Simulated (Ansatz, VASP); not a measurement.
## Two plane-wave programs on Fe

The input INCAR:

```
SYSTEM = Fe
ALGO = Normal
EDIFF = 1E-6
ENCUT = 600
GGA = PE
GGA_COMPAT = .False.
ISIF = 2
ISMEAR = -1
ISPIN = 2
LASPH = .True.
LCHARG = .False.
LMAXMIX = 4
LORBIT = 11
LREAL = .False.
LWAVE = .False.
MAGMOM = 2.2
NBANDS = 14
NELM = 200
PREC = Accurate
SIGMA = 0.1
```

KPOINTS

```
k-points
0
Gamma
  12 12 12
  0 0 0
```

File POSCAR:

```
Fe
1.0
   -1.4330000000      1.4330000000      1.4330000000
    1.4330000000     -1.4330000000      1.4330000000
    1.4330000000      1.4330000000     -1.4330000000
Fe
1
Direct
    0.0000000000      0.0000000000      0.0000000000
```

Input for Ansatz:

```yaml
crystal:
  lattice:
    - [-1.433, 1.433, 1.433]
    - [1.433, -1.433, 1.433]
    - [1.433, 1.433, -1.433]
  atoms:
    - { symbol: Fe, position: [0, 0, 0], spin: 2.2 }
kpoints:
  mp_grid: { grid: [12, 12, 12] }
hamiltonian:
  xc: pbe
  pseudopotentials: { kind: paw }
scf:
  occupations: { method: fermi_dirac, width: 0.1 }
output:
  forces: true
  stress: true
magnetization:
  spin_polarized: true
```

Alike in both runs: task single point; functional PBE; k mesh 12 × 12 × 12; occupations fermi-dirac, width 0.1 eV; collinear spin.

|  | VASP | Ansatz |
| --- | --- | --- |
| version | VASP 6.6.1 | Ansatz 0.2.0 development build |
| potentials or method | VASP PAW PBE potentials, release 64 (Fe) | plane waves, PAW datasets (generated soft set 1) |
| plane-wave cutoff (eV) | 600 | 420 |
| valence electrons in the cell | 8 | 16 |

VASP gave:

- net moment per atom (μB): 2.27
- size of the moment on the site where the two differ most (μB): 2.27

Estimate Ansatz's values.

net moment per atom (μB): 2.24; size of the moment on the site where the two differ most (μB): 2.29.

Site moments also hang on the region over which each program counts them. VASP's potentials hold 8 valence electrons a cell and Ansatz's 16, so a difference there can come from the potentials and not from the codes.
